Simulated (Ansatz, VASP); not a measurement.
## Cu3Te in VASP and in Ansatz

File INCAR:

```
PREC = Accurate
ENCUT = 600
EDIFF = 1E-6
ISMEAR = 1
SIGMA = 0.05
LREAL = False
LASPH = True
NELM = 120
ALGO = Normal
ISIF = 2
LWAVE = False
LCHARG = False
GGA = RP
NBANDS = 28
GGA_COMPAT = False
```

File KPOINTS:

```
regular mesh
0
Gamma
  5 5 5
```

Contents of POSCAR:

```
Cu3Te
1.0
    3.9466600000      0.0000000000      0.0000000000
    0.0000000000      3.9466600000      0.0000000000
    0.0000000000      0.0000000000      3.9466600000
Cu Te
3 1
Direct
    0.0000000000      0.5000000000      0.5000000000
    0.5000000000      0.0000000000      0.5000000000
    0.5000000000      0.5000000000      0.0000000000
    0.0000000000      0.0000000000      0.0000000000
```

Input for Ansatz:

```yaml
crystal:
  lattice:
    bravais: cubic
    a: 3.94666
  space_group: 221
  atoms:
    - { symbol: Cu, position: [0.0, 0.5, 0.5] }
    - { symbol: Te, position: [0.0, 0.0, 0.0] }
kpoints:
  mp_grid:
    grid: [5, 5, 5]
    shift: [0.0, 0.0, 0.0]
hamiltonian:
  xc: rpbe
scf:
  occupations:
    method: methfessel_paxton
    width: 0.05
output:
  stress: true
```

Alike in both runs: task single point; functional RPBE; k mesh 5 × 5 × 5; occupations methfessel-paxton of order 1, width 0.05 eV; no spin polarisation.

```csv
,VASP,Ansatz
version,VASP 6.6.1,Ansatz 0.2.0
potentials or method,"VASP PAW PBE potentials, release 64 (Cu, Te)","plane waves, PAW"
plane-wave cutoff (eV),600,420
valence electrons in the cell,39,73
```

Ansatz gave:

```
pressure (GPa) : 4.9
```

**Question.** Which values does VASP return?

**Answer.** Pressure (GPa): 5.4.

VASP's potentials were made for PBE, not for RPBE. The functional is the same, so the differences come from potentials, cutoffs and numerics. VASP's potentials hold 39 valence electrons a cell and Ansatz's 73, so a difference there can come from the potentials and not from the codes.

Neither program's run includes spin-orbit coupling.
